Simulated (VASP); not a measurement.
BaLaS:

```xyz
3
Lattice="4.0097 0.0000 0.0000 0.0000 4.0097 0.0000 0.0000 0.0000 6.4116" Properties=species:S:1:pos:R:3 pbc="T T T"
Ba    2.0049    2.0049    0.0000
La    2.0049    2.0049    3.2058
S     0.0000    0.0000    0.0000
```

* Program: VASP 6.6.1
* Task: relaxation of cell and atoms
* Functional: PBE
* Potentials or basis: VASP PAW PBE potentials, release 64 (Ba_sv, La, S)
* Cutoff: 600 eV
* k mesh: 4 × 4 × 4
* Occupations: gaussian, width 0.1 eV
* Spin: no spin polarisation

At the start: pressure 8.8 GPa; volume 34.36 Å³/atom.

**Question.** How do energy, volume and symmetry change on relaxing?

**Answer.** Over 8 steps the energy falls by 316.3 meV/atom and the volume is 56.29 Å³/atom (+63.8 %); space group P4/mmm (No. 123, to 0.05 Å).

Step by step:
| step | energy change (eV) | largest force (eV/Å) | pressure (GPa) | volume (Å³) |
| --- | --- | --- | --- | --- |
| 1 | 0.0000 | 0.0000 | 8.82 | 103.08 |
| 2 | -0.5354 | 0.0000 | -0.57 | 133.93 |
| 3 | -0.5543 | 0.0000 | 0.46 | 127.29 |
| 4 | -0.7742 | 0.0000 | 0.16 | 134.95 |
| 5 | -0.9186 | 0.0000 | -0.12 | 147.92 |
| 6 | -0.9308 | 0.0000 | -0.14 | 151.52 |
| 7 | -0.9411 | 0.0000 | -0.12 | 157.40 |
| 8 | -0.9488 | 0.0000 | 0.04 | 168.87 |

Final structure:
```xyz
3
Lattice="4.2177 0.0000 0.0000 0.0000 4.2177 0.0000 0.0000 0.0000 9.4928" Properties=species:S:1:pos:R:3 pbc="T T T"
Ba    2.1088    2.1088    9.4928
La    2.1088    2.1088    4.7464
S     0.0000    4.2177    0.0000
```

Caveat: the k points lie up to 0.37 Å⁻¹ apart in the final cell; the volume moved by over 15 % at a fixed basis, so the end points are rough.
